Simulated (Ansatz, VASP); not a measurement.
LuSi2 in VASP and in Ansatz

```
CELL_PARAMETERS angstrom
4.08934 0.00000 0.00000
-2.04467 3.54147 0.00000
0.00000 0.00000 3.79622
ATOMIC_POSITIONS crystal
Lu 0.00000 0.00000 0.00000
Si 0.33333 0.66667 0.50000
Si 0.66667 0.33333 0.50000
```

Alike in both runs: task electric field gradients; functional r2SCAN; k mesh 9 × 9 × 9; occupations fermi-dirac, width 0.08 eV; no spin polarisation.

|  | VASP | Ansatz |
| --- | --- | --- |
| version | VASP 6.6.1 | Ansatz 0.2.0 |
| potentials or method | VASP PAW PBE potentials, release 64 (Lu, Si), cutoff 520 eV | all-electron PAW with datasets made for the crystal, scalar-relativistic |

|  | VASP | Ansatz | Ansatz less VASP |
| --- | --- | --- | --- |
| pressure (GPa) | -1.8 | -2.1 | -0.24 |
| traceless stress, the component that is largest in VASP (GPa) | 0.53 | 0.37 | -0.166 |
| size of Vzz on the site where it differs most (V/Å²) | 79.7 | 86.5 | +6.77 |

VASP's potentials were made for PBE, not for r2SCAN. Ansatz ran all-electron here, and VASP with PAW potentials.

Spin-orbit coupling is off throughout.
